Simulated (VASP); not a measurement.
# Li2O: single point with PBE

Li2O:

```
Li O
1.0
    -0.00001    2.31215    2.31214
     2.31215   -0.00001    2.31214
     2.31212    2.31212    0.00002
Li O
2 1
Cartesian
  1.1648 1.1208 1.2434
  3.4770 3.4329 3.5555
  0.0088 -0.0353 0.0873
```

```
Program                : VASP 6.6.1
Task                   : single point
Functional             : PBE
Potentials or basis    : VASP PAW PBE potentials, release 64 (Li_sv, O)
Cutoff                 : 750 eV
k mesh                 : 8 × 8 × 8
Occupations            : fermi-dirac, width 0.02 eV
Spin                   : no spin polarisation
Dipole correction      : no
Further INCAR settings : ALGO = Normal; EDIFF = 1e-06; NBANDS = 13
```

```
Pressure               : -0.2 GPa
Band gap on the k mesh : 4.97 eV, indirect (least direct gap 5.24 eV)
```

Levels at points of the mesh, in eV from the valence-band top:
```tsv
k point	band 3	band 4	band 5	band 6	band 7	band 8	band 9	band 10
(0.00, 0.00, 0.00)	-15.44	0.00	0.00	0.00	5.24	11.92	11.92	11.92
(0.50, 0.00, 0.00)	-15.22	-2.76	-0.44	-0.44	9.19	9.78	12.05	12.05
(0.50, 0.50, 0.00)	-15.17	-1.60	-1.38	-1.38	4.97	13.51	13.51	14.67
```

Run time: 38 s on 1 thread of Intel Xeon 8259CL (shared host), peak memory 0.16 GiB.

A k mesh can miss the band edges. PBE gaps usually lie below the measured ones, often by a third to a half.
